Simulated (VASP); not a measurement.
Write the native input for VASP 6.6.1 that does the following.

| Item | Value |
| --- | --- |
| Task | G0W0 quasiparticle levels |
| Functional | PBE |
| Potentials or basis | VASP PAW PBE potentials, release 64 (Ga_d_GW, As_GW) |
| Cutoff | 500 eV |
| k mesh | 8 × 8 × 8 |
| Occupations | gaussian, width 0.01 eV |
| Spin | no spin polarisation |
| Dipole correction | no |
| GW scheme | G0W0 |
| GW iterations | 1 |
| Cutoff of the response function | 80 |
| Frequency points | 96 |
| Empty bands | 73 |
| Further INCAR settings | ALGO = EVGW0; EDIFF = 1e-08; NBANDS = 82 |

The system is GaAs.

```xyz
2
Lattice="0.0000 2.8331 2.8331 2.8331 0.0000 2.8331 2.8331 2.8331 0.0000" Properties=species:S:1:pos:R:3 pbc="T T T"
Ga    0.0000    0.0000    0.0000
As    1.4165    1.4165    1.4165
```

These files were run (other wordings do the same):

POSCAR

```
GaAs
1.0
    0.0000000000      2.8330850955      2.8330850955
    2.8330850955      0.0000000000      2.8330850955
    2.8330850955      2.8330850955      0.0000000000
Ga As
1 1
Direct
    0.0000000000      0.0000000000      0.0000000000
    0.2500000000      0.2500000000      0.2500000000
```

INCAR.step1

```
  PREC = Accurate
  ENCUT = 500
  EDIFF = 1E-8
  ISMEAR = 0
  SIGMA = 0.01
  LREAL = False
  LASPH = True
  NELM = 100
  ALGO = Normal
  LWAVE = True
  LCHARG = False
  GGA = PE
```

INCAR.step2

```
  PREC = Accurate
  ENCUT = 500
  EDIFF = 1E-8
  ISMEAR = 0
  SIGMA = 0.01
  LREAL = False
  LASPH = True
  NELM = 1
  ALGO = Exact
  LWAVE = True
  LCHARG = False
  GGA = PE
  NBANDS = 82
  LOPTICS = True
  ISTART = 1
```

INCAR.step3

```
  PREC = Accurate
  ENCUT = 500
  EDIFF = 1E-8
  ISMEAR = 0
  SIGMA = 0.01
  LREAL = False
  LASPH = True
  ALGO = EVGW0
  LWAVE = False
  LCHARG = False
  GGA = PE
  NELMGW = 1
  NBANDS = 82
  ENCUTGW = 80.0
  NOMEGA = 96
  PRECFOCK = Fast
  ISTART = 1
  NBANDSGW = 17
  OMEGAMAX = 20
```

KPOINTS

```
regular mesh
0
Gamma
  8 8 8
```

Potentials or basis: VASP PAW PBE potentials, release 64 (Ga_d_GW, As_GW).

Launch:

```sh
$ cat potpaw_PBE.64/Ga_d_GW/POTCAR potpaw_PBE.64/As_GW/POTCAR > POTCAR
$ cp INCAR.step1 INCAR
$ mpirun -np 1 vasp_std > vasp.out
$ cp INCAR.step2 INCAR
$ mpirun -np 1 vasp_std > vasp.out
$ cp INCAR.step3 INCAR
$ mpirun -np 1 vasp_std > vasp.out
```

Results of the run:

```yaml
Quasiparticle_gap: 1.36 eV
Least_direct_quasiparticle_gap: 1.36 eV
Band_gap_of_the_starting_levels_on_the_mesh: 0.46 eV
Least_direct_gap_of_the_starting_levels_on_the_mesh: 0.46 eV
```

Caveat: bands, screening cutoff and mesh are small and nothing is extrapolated, so the quasiparticle values aren't converged.

Run time: 30 min on 1 thread of Intel(R) Xeon(R) 6975P-C (Granite Rapids), on a shared host, peak memory 1.4 GiB.
